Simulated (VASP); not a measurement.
Input of a VASP 6.6.1 run:

Contents of INCAR:

```
PREC = Accurate
ENCUT = 600
EDIFF = 1E-6
ISMEAR = 0
SIGMA = 0.1
LREAL = F
LASPH = T
NELM = 60
ALGO = Normal
ISIF = 3
LWAVE = F
LCHARG = F
GGA = PE
IBRION = 2
NSW = 100
EDIFFG = -0.01
```

The input KPOINTS:

```
Automatic mesh
0
Gamma
  26 26 26
```

POSCAR

```
Ni
1.0
    0.0000000000      1.7549205481      1.7549205481
    1.7549205481      0.0000000000      1.7549205481
    1.7549205481      1.7549205481      0.0000000000
Ni
1
Direct
    0.0000000000      0.0000000000      0.0000000000
```

Potentials or basis: VASP PAW PBE potentials, release 64 (Ni).

Command:

```console
$ cat potpaw_PBE.64/Ni/POTCAR > POTCAR
$ mpirun -np 1 vasp_std > vasp.out
```

Q: Predict the band gap on the k mesh.

A: Zero (bands 5 and 6 overlap by 0.97 eV).

Q: Estimate the relaxed cell.

A: a = 2.483 Å, b = 2.483 Å, c = 2.483 Å, α = 60.00°, β = 60.00°, γ = 60.00°.

Q: Predict the space group after relaxing (to 0.1 Å).

A: Fm-3m (No. 225).

Final structure:
```
CELL_PARAMETERS angstrom
0.00000 1.75543 1.75543
1.75543 0.00000 1.75543
1.75543 1.75543 0.00000
ATOMIC_POSITIONS crystal
Ni 0.00000 0.00000 0.00000
```

Caveat: the run has no spin polarisation, though such a crystal can be magnetic. Spin polarisation is off, so any magnetic state and its effect on volume and gap are missing.
